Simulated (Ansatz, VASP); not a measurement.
## CsSnI3 in VASP and in Ansatz

File INCAR:

```
SYSTEM = CsSnI3
ALGO = Normal
EDIFF = 1E-7
ENCUT = 520
GGA = PS
ISIF = 2
ISMEAR = 0
LASPH = .TRUE.
LCHARG = .FALSE.
LREAL = .FALSE.
LWAVE = .FALSE.
NBANDS = 30
NELM = 100
PREC = Accurate
SIGMA = 0.01
```

KPOINTS

```
k-points
0
G
  6 6 6
  0 0 0
```

POSCAR

```
CsSnI3
1.0
    6.2567528251      0.0000000000      0.0000000000
    0.0000000000      6.2567528251      0.0000000000
    0.0000000000      0.0000000000      6.2567528251
Cs Sn I
1 1 3
Direct
    0.0000000000      0.0000000000      0.0000000000
    0.5000000000      0.5000000000      0.5000000000
    0.0000000000      0.5000000000      0.5000000000
    0.5000000000      0.0000000000      0.5000000000
    0.5000000000      0.5000000000      0.0000000000
```

Input for Ansatz:

```yaml
crystal:
  lattice:
    - [6.2567528251, 0.0, 0.0]
    - [0.0, 6.2567528251, 0.0]
    - [0.0, 0.0, 6.2567528251]
  atoms:
    - { symbol: Cs, position: [0.0, 0.0, 0.0] }
    - { symbol: Sn, position: [0.5, 0.5, 0.5] }
    - { symbol: I, position: [0.0, 0.5, 0.5] }
    - { symbol: I, position: [0.5, 0.0, 0.5] }
    - { symbol: I, position: [0.5, 0.5, 0.0] }
basis:
  ecutwfc: 420
kpoints:
  mp_grid: { grid: [6, 6, 6] }
hamiltonian:
  xc: pbesol
scf:
  occupations: { method: gaussian, width: 0.01 }
output:
  forces: true
  stress: true
  eigenvalues: true
  write_density: true
  write_potential: true
  elf: true
  volumetric_format: npy
```

Change from the starting cell: equal strain along all axes, cell held, atoms relaxed: +2.0 %.

Alike in both runs: task single point; functional PBEsol; k mesh 6 × 6 × 6; occupations gaussian, width 0.01 eV; no spin polarisation.

```csv
,VASP,Ansatz
version,VASP 6.6.1,Ansatz 0.2.0
potentials or method,"VASP PAW PBE potentials, release 64 (Cs_sv, Sn_d, I), cutoff 520 eV","scalar-relativistic, plane waves, PAW"
valence electrons in the cell,44,74
```

VASP gave:

```
gap on the k mesh at the Fermi level (eV) : 0.36
least direct gap on the mesh (eV)         : 0.36
pressure (GPa)                            : -0.9
```

**Question.** Which values does Ansatz return?

**Answer.** gap on the k mesh at the Fermi level (eV): 0.37; least direct gap on the mesh (eV): 0.37; pressure (GPa): -0.9.

VASP's potentials were made for PBE, not for PBEsol. With one functional, cell and mesh, what is left measures potentials, basis and numerics. VASP's potentials hold 44 valence electrons a cell and Ansatz's 74, so a difference there can come from the potentials and not from the codes.

Neither program's run includes spin-orbit coupling.
